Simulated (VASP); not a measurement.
# K2GaCl6 (P1) in VASP: single point with PBEsol

Aim: the single point of K2GaCl6 with PBEsol.

Program: VASP 6.6.1. These are calculated values, not measurements. Logs are shortened: lines on timing, memory, paths and dates and some standing lists are left out, and cuts for length are marked.

## 1. The cell of the first run

The typed cell holds 9 atoms: a = 6.829 Å, b = 6.837 Å, c = 6.848 Å, α = 59.93°, β = 59.93°, γ = 59.79°.

## 2. Single point, PBEsol

Contents of INCAR:

```
SYSTEM = K2GaCl6
PREC = Accurate
ENCUT = 520
EDIFF = 1E-6
ISMEAR = -1
SIGMA = 0.1
LREAL = .False.
LASPH = .True.
NELM = 100
ALGO = Normal
ISIF = 2
LWAVE = .False.
LCHARG = .False.
GGA = PS
NBANDS = 46
```

Contents of KPOINTS:

```
regular mesh
0
Gamma
  3 3 3
  0 0 0
```

Contents of POSCAR:

```
K2GaCl6
1.0
    0.0150957564      4.8260196866      4.8322085750
    4.8326503212      0.0104986345      4.8358555696
    4.8442188283      4.8404022942     -0.0002750663
K Ga Cl
2 1 6
Direct
    0.2517418706      0.2427955910      0.2536115145
    0.7515070719      0.7437143957      0.7537111846
    1.0017295545      0.9931969852      1.0035088692
    0.7597235424      0.2359209477      0.2461860616
    0.2460021801      0.7495001075      0.2447874014
    0.2436483348      0.7504781212      0.7606626066
    0.7573390999      0.2368718959      0.7618743693
    0.2450407528      0.2350660051      0.7608465090
    0.7582365930      0.7513629507      0.2461964838
```

Potentials or basis: VASP PAW PBE potentials, release 64 (K_sv, Ga_d, Cl).

Started as:

```bash
$ cat potpaw_PBE.64/K_sv/POTCAR potpaw_PBE.64/Ga_d/POTCAR potpaw_PBE.64/Cl/POTCAR > POTCAR
$ mpirun -np 1 vasp_std > vasp.out
```

OUTCAR:

```text
SYSTEM = K2GaCl6
   PREC = Accurate
   ENCUT = 520
   EDIFF = 1E-6
   ISMEAR = -1
   LREAL = .False.
   LASPH = .True.
   NELM = 100
   ISIF = 2
   GGA = PS

 ion  position               nearest neighbor table
   1  0.252  0.243  0.254-
   2  0.752  0.744  0.754-
   3  0.002  0.993  0.004-   5 2.34   4 2.34   8 2.35   6 2.35   9 2.35   7 2.35
   4  0.760  0.236  0.246-   3 2.34
   5  0.246  0.750  0.245-   3 2.34
   6  0.244  0.750  0.761-   3 2.35
   7  0.757  0.237  0.762-   3 2.35
   8  0.245  0.235  0.761-   3 2.35
   9  0.758  0.751  0.246-   3 2.35

  LATTYP: Found a triclinic cell.
 ALAT       =     6.8349296061
 B/A-ratio  =     1.4145486774
 C/A-ratio  =     1.0019213366
 COS(alpha) =     0.0000660429
 COS(beta)  =     0.5007058323
 COS(gamma) =     0.7078443020

  Lattice vectors:

 A1 = (  -0.0115685071,  -4.8299036597,   4.8361306359)
 A2 = (   0.0035272493,  -0.0038839731,   9.6683392109)
 A3 = (  -4.8442188283,  -4.8404022942,   0.0002750663)

Analysis of symmetry for initial positions (statically):
=====================================================================
 Subroutine PRICEL returns:
 Original cell was already a primitive cell.

 Routine SETGRP: Setting up the symmetry group for a
 triclinic supercell.

 Subroutine GETGRP returns: Found  1 space group operations
 (whereof  1 operations were pure point group operations)
 out of a pool of  2 trial point group operations.

The static configuration has the point symmetry C_1 .

Analysis of symmetry for dynamics (positions and initial velocities):
=====================================================================
 Subroutine PRICEL returns:
 Original cell was already a primitive cell.

 Routine SETGRP: Setting up the symmetry group for a
 triclinic supercell.

 Subroutine GETGRP returns: Found  1 space group operations
 (whereof  1 operations were pure point group operations)
 out of a pool of  2 trial point group operations.

The dynamic configuration has the point symmetry C_1 .

 Subroutine INISYM returns: Found  1 space group operations
 (whereof  1 operations are pure point group operations),
 and found     1 'primitive' translations

----------------------------------------------------------------------------------------

[... 99 lines left out ...]
   IBRION =     -1    ionic relax: 0-MD 1-quasi-New 2-CG
   NFREE  =      0    steps in history (QN), initial steepest desc. (CG)
   ISIF   =      2    stress and relaxation
   ISYM   =      2    0-nonsym 1-usesym 2-fastsym
   POTIM  = 0.5000    time-step for ionic-motion
   TEBEG  =    0.0;   TEEND  =   0.0 temperature during run
   PSTRESS=    0.0 pullay stress
   NELECT =      73.0000    total number of electrons
   NUPDOWN=      -1.0000    fix difference up-down
   EMIN   =  10.00;   EMAX   =-10.00  energy-range for DOS
   EFERMI =   0.00;   METHOD = LEGACY
   ISMEAR =    -1;   SIGMA  =   0.10  broadening in eV -4-tet -1-fermi 0-gaus
   EFERMI_NEDOS =   21; number of points for ismear=-14 and -15
   IALGO  =     38    algorithm
   IMIX   =      4    mixing-type and parameters
     AMIX     =   0.40;   BMIX     =  1.00
     AMIX_MAG =   1.60;   BMIX_MAG =  1.00
  volume/ion in A,a.u.               =      25.06       169.08
  Fermi-wavevector in a.u.,A,eV,Ry     =   1.124094  2.124230 17.192153  1.263588
  Thomas-Fermi vector in A             =   2.260764
   LORBIT       =      0    0 simple, 1 ext, 2 COOP (PROOUT), +10 PAW based schemes
   GGA     = PS    functional components
   LHFCALC =     F    Hartree Fock is set to
   AEXX    =    0.0000 exact exchange contribution
   IVDW    =     0    specifies the selected vdW correction
   LEPSILON=     F    determine dielectric tensor
   LRPA    =     F    only Hartree local field effects (RPA)
 non-spin polarized calculation
  energy-cutoff  :      520.00
  volume of cell :      225.50
 maximum number of plane-waves:      6093
 NGX is ok and might be reduce to    54
   NGX = 25   NGY = 25   NGZ = 25

 number of electron      73.0000000 magnetization

 Free energy of the ion-electron system (eV)
  ---------------------------------------------------
  ext. energy  EPLUGINS =         0.00000000
  ---------------------------------------------------
  free energy    TOTEN  =       -29.47539638 eV

  energy without entropy =      -29.26189480  energy(sigma->0) =      -29.36864559

 E-fermi :   0.0219     XC(G=0):  -8.7516

 val. band max:       -0.1022229495   @ k =   0.3333   0.3333   0.3333
 cond. band min:       0.0641980803   @ k =   0.3333   0.0000   0.3333
 fundamental gap:      0.1664210298
 Fermi energy:         0.0219330975

 k-point     1 :       0.0000    0.0000    0.0000
  band No.  band energies     occupation
      1     -27.5758      2.00000
      2     -27.5722      2.00000
      3     -14.1550      2.00000
      4     -13.8195      2.00000
      5     -13.8187      2.00000
      6     -13.2221      2.00000
[... 675 lines left out ...]
     45       8.6930      0.00000
     46       8.8465      0.00000

------------------------ aborting loop because EDIFF is reached ----------------------------------------

  FORCE on cell =-STRESS in cart. coord.  units (eV):
  Direction    XX          YY          ZZ          XY          YZ          ZX
  --------------------------------------------------------------------------------------
  -------------------------------------------------------------------------------------
  Total       -0.0640635     -0.0639772     -0.0721493     -0.0141379     -0.0140678     -0.0047551
  in kB       -0.4551784     -0.4545654     -0.5126294     -0.1004518     -0.0999534     -0.0337856
  external PRESSURE =      -0.4741244 kB  Pullay stress =       0.0000000 kB

 VOLUME and BASIS-vectors are now :
 -----------------------------------------------------------------------------
  energy-cutoff  :      520.00
  volume of cell :      225.50
      direct lattice vectors                 reciprocal lattice vectors
     0.015095756  4.826019687  4.832208575    -0.103804338  0.103892067  0.103509986
     4.832650321  0.010498634  4.835855570     0.103731927 -0.103807844  0.103350834
     4.844218828  4.840402294 -0.000275066     0.103270907  0.103236187 -0.103426584

 POSITION                                       TOTAL-FORCE (eV/Angst)
 -----------------------------------------------------------------------------------
      2.40570      2.44504      2.39052         0.002546     -0.001014     -0.001708
      7.25660      7.28286      7.22773        -0.004177      0.000288      0.001787
      4.81680      0.03576      4.81131        -0.002110     -0.007008     -0.002305
      2.34417      4.86056      4.81195         0.002576     -0.000145     -0.001580
      4.81159      2.37995      4.81314         0.004317      0.006141     -0.009631
      7.31529      4.86564      4.80635         0.000038     -0.001145      0.001205
      4.84684      7.34520      4.80489        -0.002246      0.005074      0.009385
      4.82540      4.86784      2.32062        -0.000284     -0.010742      0.001508
      4.83515      4.85884      7.29737        -0.000660      0.008550      0.001339
 -----------------------------------------------------------------------------------
    total drift:                                0.000105     -0.000133     -0.000216

  FREE ENERGIE OF THE ION-ELECTRON SYSTEM (eV)
  ---------------------------------------------------
  free  energy   TOTEN  =       -29.4753963821 eV

  energy  without entropy=      -29.2618947994  energy(sigma->0) =      -29.36864559
```

OSZICAR:

```text
N       E                     dE             d eps       ncg     rms          rms(c)
DAV:   1     0.740960093343E+03    0.74096E+03   -0.32081E+04  1366   0.162E+03
DAV:   2     0.709022907337E+02   -0.67006E+03   -0.64284E+03  1568   0.441E+02
DAV:   3    -0.239265885024E+02   -0.94829E+02   -0.93809E+02  1532   0.148E+02
DAV:   4    -0.298882571157E+02   -0.59617E+01   -0.59021E+01  1944   0.361E+01
DAV:   5    -0.300691985125E+02   -0.18094E+00   -0.18066E+00  2064   0.544E+00    0.929E+00
DAV:   6    -0.295323320011E+02    0.53687E+00   -0.10165E+00  1818   0.134E+01    0.608E+00
DAV:   7    -0.294697798865E+02    0.62552E-01   -0.50056E-01  1984   0.558E+00    0.192E+00
DAV:   8    -0.294744930421E+02   -0.47132E-02   -0.11336E-01  1946   0.304E+00    0.401E-01
DAV:   9    -0.294750416386E+02   -0.54860E-03   -0.81397E-03  2064   0.885E-01    0.169E-01
DAV:  10    -0.294752933143E+02   -0.25168E-03   -0.12834E-03  1658   0.177E-01    0.842E-02
DAV:  11    -0.294753743614E+02   -0.81047E-04   -0.16519E-04  1832   0.116E-01    0.223E-02
DAV:  12    -0.294753950209E+02   -0.20659E-04   -0.47473E-05  1850   0.341E-02    0.108E-02
DAV:  13    -0.294753963937E+02   -0.13729E-05   -0.94536E-06  1712   0.214E-02    0.677E-03
DAV:  14    -0.294753963821E+02    0.11619E-07   -0.72815E-07  1160   0.433E-03
   1 F= -.29475396E+02 E0= -.29368646E+02  d E =-.213502E+00
```

It took 1.7 min on 1 thread of Intel Xeon 6975P-C (Granite Rapids), shared host; peak memory 0.45 GiB.

What came out:

```
Free energy            : -29.4754 eV
Pressure               : 0.0 GPa
Largest force          : 0.012 eV/Å
Band gap on the k mesh : zero (an odd number of electrons rules out a gap without spin polarisation)
```

Forces in eV/Å, atoms in the order of the input:
```
K    0.003 -0.001 -0.002
K   -0.004  0.000  0.002
Ga  -0.002 -0.007 -0.002
Cl   0.003  0.000 -0.002
Cl   0.004  0.006 -0.010
Cl   0.000 -0.001  0.001
Cl  -0.002  0.005  0.009
Cl   0.000 -0.011  0.002
Cl  -0.001  0.009  0.001
```

Levels at points of the mesh, in eV from the Fermi level:
```tsv
k point	band 34	band 35	band 36	band 37	band 38	band 39	band 40	band 41
(0.00, 0.00, 0.00)	-0.36	0.06	0.06	0.06	3.33	5.60	6.77	6.96
```

Caveat: the k points lie up to 0.38 Å⁻¹ apart, too coarse for converged energies and pressures of a metal; the PAW data sets were made with another functional, which shifts forces and pressure a little; an odd number of electrons without spin polarisation forces a metal; a magnetic or distorted state may lie lower.

The gap in the log of VASP goes by the Fermi energy; the results here count the filled bands.